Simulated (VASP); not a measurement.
## K3Li5Cl8: single point with PBE

The system is K3Li5Cl8.

```xyz
16
Lattice="7.2786 0.1333 0.0943 0.1333 7.6899 -0.1217 0.0943 -0.1217 7.1405" Properties=species:S:1:pos:R:3 pbc="T T T"
Li    1.3562    0.4878    0.4115
Li    5.1235    3.7997    1.1872
Li    6.9931    1.0677    2.9860
Li    3.5003    4.9113    5.1488
Li    4.6694    2.0802    4.7629
Cl    3.0883    2.7927    6.2399
Cl    6.2462    1.7983    0.2881
Cl    5.3429    3.4186    3.3772
Cl    2.0715    5.2292    3.4848
Cl    1.7862    1.5259    2.1429
Cl    3.2423    6.5917    6.5227
Cl    6.0277    5.5525    0.8435
Cl    6.0282    0.4972    4.9872
K     1.3300    4.0952    1.0721
K     4.0249    7.5828    3.1072
K     7.1613    5.4517    5.2620
```

- Program: VASP 6.6.1
- Task: single point
- Functional: PBE
- Potentials or basis: VASP PAW PBE potentials, release 64 (Li_sv, Cl, K_sv)
- Cutoff: 520 eV
- k mesh: 1 × 1 × 1
- Occupations: fermi-dirac, width 0.0991 eV
- Spin: no spin polarisation
- Dipole correction: no
- Further INCAR settings: LREAL = Auto; ALGO = Normal; EDIFF = 1e-07; NBANDS = 63; ISYM = 0

```yaml
Largest_force: 2.198 eV/Å
Band_gap_on_the_k_mesh: 3.66 eV
```

Forces in eV/Å, atoms in the order of the input:
```
Li  -0.212 -0.207 -1.221
Li  -0.444 -1.580 -0.238
Li  -0.077  0.448 -0.221
Li  -0.122 -0.657  0.127
Li  -0.597  0.235  1.348
Cl   0.319  0.193 -0.500
Cl   0.538  0.642  1.849
Cl   0.272  0.777 -0.173
Cl   0.486  0.405 -0.159
Cl   0.206 -0.069  1.302
Cl  -0.591  0.345  0.311
Cl   0.501  1.571  0.053
Cl   0.701 -1.357 -1.581
K   -0.274  0.133 -0.295
K   -0.400 -0.686 -0.681
K   -0.305 -0.194  0.079
```

Levels at points of the mesh, in eV from the valence-band top:
```tsv
k point	band 47	band 48	band 49	band 50	band 51	band 52
(0.00, 0.00, 0.00)	-0.89	-0.74	0.00	3.66	5.29	5.45
```

Wall time 45 s on 1 thread of AMD EPYC 7R43 64-Core Processor (Zen 3) (shared host), peak memory 0.35 GiB.

Caveat: the k points lie up to 0.88 Å⁻¹ apart.
